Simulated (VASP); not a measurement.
# Rb (Pm-3m) in VASP: a series of runs

The runs below take Rb through density of states, with PBEsol.

All numbers are computed with VASP 6.6.1; they aren't measurements. Logs are shortened: lines on timing, memory, paths and dates and some standing lists are left out, and cuts for length are marked.

### Step 1. The cell of the first run

It takes space group Pm-3m (No. 221, cubic). Conventional cell: a = 3.433 Å, b = 3.433 Å, c = 3.433 Å, α = 90.00°, β = 90.00°, γ = 90.00°. Within 4.5 Å of Rb (site symmetry m-3m) lie 6 Rb at 3.43 Å.

### Step 2. Density of states, PBEsol (volume scaled by 0.43)

POSCAR reads:

```
Rb
1.0
    3.4327599667      0.0000000000      0.0000000000
    0.0000000000      3.4327599667      0.0000000000
    0.0000000000      0.0000000000      3.4327599667
Rb
1
Direct
    0.0000000000      0.0000000000      0.0000000000
```

INCAR.step1 reads:

```
SYSTEM = Rb
PREC = Accurate
ENCUT = 520
EDIFF = 1E-6
ISMEAR = -1
SIGMA = 0.1
LREAL = .FALSE.
LASPH = .TRUE.
NELM = 60
ALGO = Normal
ISIF = 2
LWAVE = .FALSE.
LCHARG = .TRUE.
GGA = PS
NBANDS = 10
```

KPOINTS.step1 reads:

```
Automatic mesh
0
G
  9 9 9
  0 0 0
```

INCAR.step2 reads:

```
SYSTEM = Rb
PREC = Accurate
ENCUT = 520
EDIFF = 1E-6
ISMEAR = -5
SIGMA = 0.1
LREAL = .FALSE.
LASPH = .TRUE.
NELM = 60
ALGO = Normal
ISIF = 2
LWAVE = .FALSE.
LCHARG = .FALSE.
GGA = PS
LORBIT = 11
NEDOS = 2001
ICHARG = 11
```

KPOINTS.step2 reads:

```
Automatic mesh
0
G
  14 14 14
  0 0 0
```

Potentials or basis: VASP PAW PBE potentials, release 64 (Rb_sv).

On the command line:

```sh
$ cat potpaw_PBE.64/Rb_sv/POTCAR > POTCAR
$ cp INCAR.step1 INCAR
$ cp KPOINTS.step1 KPOINTS
$ mpirun -np 1 vasp_std > vasp.out
$ cp INCAR.step2 INCAR
$ cp KPOINTS.step2 KPOINTS
$ mpirun -np 1 vasp_std > vasp.out
```

OUTCAR:

```text
SYSTEM = Rb
   PREC = Accurate
   ENCUT = 520
   EDIFF = 1E-6
   ISMEAR = -5
   LREAL = .FALSE.
   LASPH = .TRUE.
   NELM = 60
   ISIF = 2
   GGA = PS
   LORBIT = 11
   ICHARG = 11

 ion  position               nearest neighbor table
   1  0.000  0.000  0.000-

  LATTYP: Found a simple cubic cell.
 ALAT       =     3.4327599667

  Lattice vectors:

 A1 = (   3.4327599667,   0.0000000000,   0.0000000000)
 A2 = (   0.0000000000,   3.4327599667,   0.0000000000)
 A3 = (   0.0000000000,   0.0000000000,   3.4327599667)

Analysis of symmetry for initial positions (statically):
=====================================================================
 Subroutine PRICEL returns:
 Original cell was already a primitive cell.

 Routine SETGRP: Setting up the symmetry group for a
 simple cubic supercell.

 Subroutine GETGRP returns: Found 48 space group operations
[... 9 lines left out ...]

 Routine SETGRP: Setting up the symmetry group for a
 simple cubic supercell.

 Subroutine GETGRP returns: Found 48 space group operations
[... 11 lines left out ...]
                                     Primitive cell

  volume of cell :      40.4511

  direct lattice vectors                    reciprocal lattice vectors
     3.432759967  0.000000000  0.000000000     0.291310785  0.000000000  0.000000000
     0.000000000  3.432759967  0.000000000     0.000000000  0.291310785  0.000000000
     0.000000000  0.000000000  3.432759967     0.000000000  0.000000000  0.291310785

  length of vectors
     3.432759967  3.432759967  3.432759967     0.291310785  0.291310785  0.291310785

  position of ions in fractional coordinates (direct lattice)
     0.000000000  0.000000000  0.000000000

  ion indices of the primitive-cell ions
   primitive index   ion index
                 1           1

----------------------------------------------------------------------------------------

 KPOINTS: Automatic mesh

Automatic generation of k-mesh.
 Grid dimensions read from file:
 generate k-points for:   14   14   14

 Generating k-lattice:

  Cartesian coordinates                     Fractional coordinates (reciprocal lattice)
     0.020807913  0.000000000  0.000000000     0.071428571  0.000000000  0.000000000
     0.000000000  0.020807913  0.000000000     0.000000000  0.071428571  0.000000000
     0.000000000  0.000000000  0.020807913     0.000000000  0.000000000  0.071428571

  Length of vectors
     0.020807913  0.020807913  0.020807913

  Shift w.r.t. Gamma in fractional coordinates (k-lattice)
     0.000000000  0.000000000  0.000000000

 TETIRR: Found   1360 inequivalent tetrahedra from    16464

 Subroutine IBZKPT returns following result:
 ===========================================

 Found    120 irreducible k-points:

 Following reciprocal coordinates:
            Coordinates               Weight
  0.000000  0.000000  0.000000      1.000000
  0.071429  0.000000  0.000000      6.000000
  0.142857  0.000000  0.000000      6.000000
  0.214286  0.000000  0.000000      6.000000
  0.285714  0.000000  0.000000      6.000000
  0.357143  0.000000  0.000000      6.000000
[... 16 lines left out ...]
  0.285714  0.214286  0.000000     24.000000
  0.357143  0.214286  0.000000     24.000000
 [... further k-points ...]
   k-points           NKPTS =    120   k-points in BZ     NKDIM =    120   number of bands    NBANDS=      8
   number of dos      NEDOS =   2001   number of ions     NIONS =      1
   total plane-waves  NPLWV =  21952
   dimension x,y,z NGX =    28 NGY =   28 NGZ =   28
   dimension x,y,z NGXF=    56 NGYF=   56 NGZF=   56
   ions per type =               1
   NGX,Y,Z   is equivalent  to a cutoff of  13.56, 13.56, 13.56 a.u.
   NGXF,Y,Z  is equivalent  to a cutoff of  27.12, 27.12, 27.12 a.u.
 SYSTEM =  Rb
   PREC   = accura    normal or accurate (medium, high low for compatibility)
   ISTART =      0    job   : 0-new  1-cont  2-samecut
   ICHARG =     11    charge: 1-file 2-atom 10-const
   ISPIN  =      1    spin polarized calculation?
   LNONCOLLINEAR =      F non collinear calculations
   LSORBIT =      F    spin-orbit coupling
   LASPH  =      T    aspherical Exc in radial PAW
   ENCUT  =  520.0 eV  38.22 Ry    6.18 a.u.   6.38  6.38  6.38*2*pi/ulx,y,z
   NELM   =     60;   NELMIN=  2; NELMDL=  0     # of ELM steps
   EDIFF  = 0.1E-05   stopping-criterion for ELM
   LREAL  =      F    real-space projection
   EDIFFG = 0.1E-04   stopping-criterion for IOM
   NSW    =      0    number of steps for IOM
   IBRION =     -1    ionic relax: 0-MD 1-quasi-New 2-CG
   NFREE  =      0    steps in history (QN), initial steepest desc. (CG)
   ISIF   =      2    stress and relaxation
   ISYM   =      2    0-nonsym 1-usesym 2-fastsym
   POTIM  = 0.5000    time-step for ionic-motion
   TEBEG  =    0.0;   TEEND  =   0.0 temperature during run
   PSTRESS=    0.0 pullay stress
   NELECT =       9.0000    total number of electrons
   NUPDOWN=      -1.0000    fix difference up-down
   EMIN   =  10.00;   EMAX   =-10.00  energy-range for DOS
   EFERMI =   0.00;   METHOD = LEGACY
   ISMEAR =    -5;   SIGMA  =   0.10  broadening in eV -4-tet -1-fermi 0-gaus
   EFERMI_NEDOS =   21; number of points for ismear=-14 and -15
   IALGO  =     38    algorithm
   IMIX   =      4    mixing-type and parameters
     AMIX     =   0.40;   BMIX     =  1.00
     AMIX_MAG =   1.60;   BMIX_MAG =  1.00
  volume/ion in A,a.u.               =      40.45       272.98
  Fermi-wavevector in a.u.,A,eV,Ry     =   0.992001  1.874611 13.389038  0.984067
  Thomas-Fermi vector in A             =   2.123782
   LORBIT       =     11    0 simple, 1 ext, 2 COOP (PROOUT), +10 PAW based schemes
   GGA     = PS    functional components
   LHFCALC =     F    Hartree Fock is set to
   AEXX    =    0.0000 exact exchange contribution
   IVDW    =     0    specifies the selected vdW correction
   LEPSILON=     F    determine dielectric tensor
   LRPA    =     F    only Hartree local field effects (RPA)
 non-spin polarized calculation
 Fermi weights with tetrahedron method with Bloechl corrections
  energy-cutoff  :      520.00
  volume of cell :       40.45
 maximum number of plane-waves:      1108
 NGX is ok and might be reduce to    28

 number of electron       9.0000000 magnetization

 Free energy of the ion-electron system (eV)
  ---------------------------------------------------
  ext. energy  EPLUGINS =         0.00000000
  ---------------------------------------------------
  free energy    TOTEN  =        -0.22613358 eV

  energy without entropy =       -0.22613358  energy(sigma->0) =       -0.22613358

 E-fermi :   2.5142     XC(G=0):  -8.0170

 val. band max:        2.5003936175   @ k =   0.3571   0.2857   0.0714
 cond. band min:       2.5164686022   @ k =   0.4286   0.0714   0.0000
 fundamental gap:      0.0160749847
 Fermi energy:         2.5142098571

 k-point     1 :       0.0000    0.0000    0.0000
  band No.  band energies     occupation
      1     -26.7017      2.00000
      2     -10.1419      2.00000
      3     -10.1419      2.00000
      4     -10.1419      2.00000
      5      -0.2739      2.00000
      6       4.4324      0.00000
      7       4.4324      0.00000
      8      11.5529      0.00000

 k-point     2 :       0.0714    0.0000    0.0000
  band No.  band energies     occupation
      1     -26.6946      2.00000
      2     -10.2239      2.00000
      3     -10.1351      2.00000
      4     -10.1351      2.00000
      5      -0.1612      2.00000
      6       4.4728      0.00000
      7       4.5326      0.00000
      8      11.0374      0.00000

 k-point     3 :       0.1429    0.0000    0.0000
  band No.  band energies     occupation
      1     -26.6747      2.00000
      2     -10.4451      2.00000
      3     -10.1159      2.00000
      4     -10.1159      2.00000
      5       0.1532      2.00000
      6       4.5905      0.00000
      7       4.7911      0.00000
      8      10.2006      0.00000

 k-point     4 :       0.2143    0.0000    0.0000
  band No.  band energies     occupation
      1     -26.6456      2.00000
      2     -10.7453      2.00000
      3     -10.0881      2.00000
      4     -10.0881      2.00000
      5       0.6164      2.00000
      6       4.7735      0.00000
      7       5.0606      0.00000
      8       9.4114      0.00000

 k-point     5 :       0.2857    0.0000    0.0000
  band No.  band energies     occupation
      1     -26.6129      2.00000
      2     -11.0559      2.00000
      3     -10.0568      2.00000
      4     -10.0568      2.00000
      5       1.1772      2.00000
      6       4.9984      0.00000
      7       5.0988      0.00000
      8       8.7521      0.00000

 k-point     6 :       0.3571    0.0000    0.0000
  band No.  band energies     occupation
      1     -26.5832      2.00000
      2     -11.3191      2.00000
      3     -10.0283      2.00000
      4     -10.0283      2.00000
      5       1.7962      2.08057
      6       4.7772      0.00000
      7       5.2268      0.00000
      8       8.2599      0.00000

 k-point     7 :       0.4286    0.0000    0.0000
  band No.  band energies     occupation
      1     -26.5624      2.00000
      2     -11.4932      2.00000
      3     -10.0084      2.00000
      4     -10.0084      2.00000
      5       2.4190      1.33334
      6       4.2406      0.00000
      7       5.4037      0.00000
      8       7.9565      0.00000
[... 133 lines left out ...]
 k-point    20 :       0.4286    0.1429    0.0000
  band No.  band energies     occupation
      1     -26.5367      2.00000
      2     -11.4465      2.00000
      3     -10.2814      2.00000
      4      -9.9846      2.00000
      5       2.7300      0.21465
      6       4.0490      0.00000
      7       5.8134      0.00000
      8       7.5979      0.00000

 k-point    21 :       0.5000    0.1429    0.0000
  band No.  band energies     occupation
      1     -26.5293      2.00000
      2     -11.5063      2.00000
      3     -10.2728      2.00000
      4      -9.9776      2.00000
      5       3.2853      0.00000
      6       3.4914      0.00000
      7       5.8866      0.00000
      8       7.5225      0.00000

 k-point    22 :       0.2143    0.2143    0.0000
  band No.  band energies     occupation
      1     -26.5906      2.00000
      2     -10.7099      2.00000
      3     -10.6276      2.00000
      4     -10.0360      2.00000
      5       1.4024      2.00000
      6       4.9778      0.00000
      7       5.7788      0.00000
      8       7.5761      0.00000

 k-point    23 :       0.2857    0.2143    0.0000
  band No.  band energies     occupation
      1     -26.5586      2.00000
      2     -10.9744      2.00000
      3     -10.6198      2.00000
      4     -10.0058      2.00000
      5       1.8642      2.00000
      6       4.8306      0.00000
      7       6.0457      0.00000
      8       7.4276      0.00000

 k-point    24 :       0.3571    0.2143    0.0000
  band No.  band energies     occupation
      1     -26.5295      2.00000
      2     -11.2272      2.00000
      3     -10.5821      2.00000
      4      -9.9782      2.00000
      5       2.3459      1.85387
      6       4.4779      0.00000
      7       6.1816      0.00000
      8       7.5072      0.00000

 [... further k-points ...]
[... 5 lines left out ...]
  --------------------------------------------------------------------------------------
  -------------------------------------------------------------------------------------
  Total        1.7778938      1.7778938      1.7778938     -0.0000000      0.0000000     -0.0000000
  in kB       70.4183878     70.4183878     70.4183878     -0.0000000      0.0000000     -0.0000000
  external PRESSURE =      70.4183878 kB  Pullay stress =       0.0000000 kB

 VOLUME and BASIS-vectors are now :
 -----------------------------------------------------------------------------
  energy-cutoff  :      520.00
  volume of cell :       40.45
      direct lattice vectors                 reciprocal lattice vectors
     3.432759967  0.000000000  0.000000000     0.291310785  0.000000000  0.000000000
     0.000000000  3.432759967  0.000000000     0.000000000  0.291310785  0.000000000
     0.000000000  0.000000000  3.432759967     0.000000000  0.000000000  0.291310785

 POSITION                                       TOTAL-FORCE (eV/Angst)
 -----------------------------------------------------------------------------------
      0.00000      0.00000      0.00000         0.000000      0.000000      0.000000
 -----------------------------------------------------------------------------------
    total drift:                                0.000000     -0.000000     -0.000000

  FREE ENERGIE OF THE ION-ELECTRON SYSTEM (eV)
  ---------------------------------------------------
  free  energy   TOTEN  =        -0.2261335821 eV

  energy  without entropy=       -0.2261335821  energy(sigma->0) =       -0.22613358

 total charge

# of ion       s       p       d       tot
------------------------------------------
    1        1.982   5.297   0.061   7.340
```

Wall time 38 s (1 thread of Intel Xeon Platinum 8259CL at 2.50GHz (Skylake/Cascade Lake), shared host); peak memory 0.16 GiB.

Results:

- Valence electrons inside the program's atomic spheres: Rb 7.34

Caveat: the cell differs from its parent crystal (volume scaled by 0.43); the PAW data sets were made with another functional, which shifts forces and pressure a little; tetrahedron occupations give inexact forces and stress in metals.

### Step 3. Density of states, PBEsol

This run uses another cell than the first one, of 94.07 Å³/atom, 2.326 times its volume.

POSCAR reads:

```
Rb
1.0
    4.5480016987      0.0000000000      0.0000000000
    0.0000000000      4.5480016987      0.0000000000
    0.0000000000      0.0000000000      4.5480016987
Rb
1
Direct
    0.0000000000      0.0000000000      0.0000000000
```

INCAR.step1 reads:

```
SYSTEM = Rb
ALGO = Normal
EDIFF = 1E-6
ENCUT = 520
GGA = PS
ISIF = 2
ISMEAR = -1
LASPH = .True.
LCHARG = .True.
LREAL = .False.
LWAVE = .False.
NBANDS = 10
NELM = 100
PREC = Accurate
SIGMA = 0.1
```

KPOINTS.step1 reads:

```
k-points
0
Gamma
  9 9 9
  0 0 0
```

INCAR.step2 reads:

```
SYSTEM = Rb
ALGO = Normal
EDIFF = 1E-6
ENCUT = 520
GGA = PS
ICHARG = 11
ISIF = 2
ISMEAR = -5
LASPH = .True.
LCHARG = .False.
LORBIT = 11
LREAL = .False.
LWAVE = .False.
NEDOS = 1001
NELM = 100
PREC = Accurate
SIGMA = 0.1
```

KPOINTS.step2 reads:

```
k-points
0
Gamma
  14 14 14
  0 0 0
```

Potentials or basis: VASP PAW PBE potentials, release 64 (Rb_sv).

On the command line:

```sh
$ cat potpaw_PBE.64/Rb_sv/POTCAR > POTCAR
$ cp INCAR.step1 INCAR
$ cp KPOINTS.step1 KPOINTS
$ mpirun -np 1 vasp_std > vasp.out
$ cp INCAR.step2 INCAR
$ cp KPOINTS.step2 KPOINTS
$ mpirun -np 1 vasp_std > vasp.out
```

It took 40 s on 1 thread of Intel Xeon Platinum 8259CL at 2.50GHz (Skylake/Cascade Lake), shared host; peak memory 0.25 GiB.

The run converged. Its results:

| Property | Result |
| --- | --- |
| Valence electrons inside the program's atomic spheres | Rb 7.29 |

Levels at points of the mesh, in eV from the Fermi level:
```csv
k point,band 1,band 2,band 3,band 4,band 5,band 6,band 7,band 8
"(0.00, 0.00, 0.00)",-29.02,-13.05,-13.05,-13.05,-1.94,2.32,2.32,5.85
"(0.50, 0.00, 0.00)",-29.02,-13.19,-13.04,-13.04,-0.17,0.32,2.91,4.14
"(0.50, 0.50, 0.00)",-29.01,-13.17,-13.17,-13.03,0.80,1.70,2.16,2.16
"(0.50, 0.50, 0.50)",-29.01,-13.16,-13.16,-13.16,1.81,1.81,1.81,3.69
```

Caveat: the PAW data sets were made with another functional, which shifts forces and pressure a little; tetrahedron occupations give inexact forces and stress in metals.

### Step 4. Density of states, PBEsol

This run uses another cell than the first one, of 94.07 Å³/atom, 2.326 times its volume.

POSCAR is that of step 3.

INCAR.step1 reads:

```
ALGO = Normal
EDIFF = 1E-6
ENCUT = 520
GGA = PS
ISIF = 2
ISMEAR = -1
LASPH = T
LCHARG = T
LREAL = F
LWAVE = F
NBANDS = 10
NELM = 80
PREC = Accurate
SIGMA = 0.1
```

KPOINTS.step1 reads:

```
k-points
0
Gamma
  9 9 9
```

INCAR.step2 reads:

```
ALGO = Normal
EDIFF = 1E-6
ENCUT = 520
GGA = PS
ICHARG = 11
ISIF = 2
ISMEAR = -5
LASPH = T
LCHARG = F
LORBIT = 11
LREAL = F
LWAVE = F
NBANDS = 10
NEDOS = 1001
NELM = 80
PREC = Accurate
SIGMA = 0.1
```

KPOINTS.step2 reads:

```
k-points
0
Gamma
  14 14 14
```

On the command line:

```sh
$ cat potpaw_PBE.64/Rb_sv/POTCAR > POTCAR
$ cp INCAR.step1 INCAR
$ cp KPOINTS.step1 KPOINTS
$ mpirun -np 1 vasp_std > vasp.out
$ cp INCAR.step2 INCAR
$ cp KPOINTS.step2 KPOINTS
$ mpirun -np 1 vasp_std > vasp.out
```

Run time: 46 s. Hardware: 1 thread of Intel Xeon Platinum 8259CL at 2.50GHz (Skylake/Cascade Lake), shared host; peak memory 0.25 GiB.

It converged, with:

| Quantity | Value |
| --- | --- |
| Valence electrons inside the program's atomic spheres | Rb 7.29 |

Levels at points of the mesh, in eV from the Fermi level:
| k point | band 1 | band 2 | band 3 | band 4 | band 5 | band 6 | band 7 | band 8 | band 9 |
| --- | --- | --- | --- | --- | --- | --- | --- | --- | --- |
| (0.00, 0.00, 0.00) | -29.02 | -13.05 | -13.05 | -13.05 | -1.94 | 2.32 | 2.32 | 5.85 | 5.85 |
| (0.50, 0.00, 0.00) | -29.02 | -13.19 | -13.04 | -13.04 | -0.17 | 0.32 | 2.91 | 4.14 | 4.14 |
| (0.50, 0.50, 0.00) | -29.01 | -13.17 | -13.17 | -13.03 | 0.80 | 1.70 | 2.16 | 2.16 | 4.63 |
| (0.50, 0.50, 0.50) | -29.01 | -13.16 | -13.16 | -13.16 | 1.81 | 1.81 | 1.81 | 3.69 | 4.23 |

Caveat: the PAW data sets were made with another functional, which shifts forces and pressure a little; tetrahedron occupations give inexact forces and stress in metals.
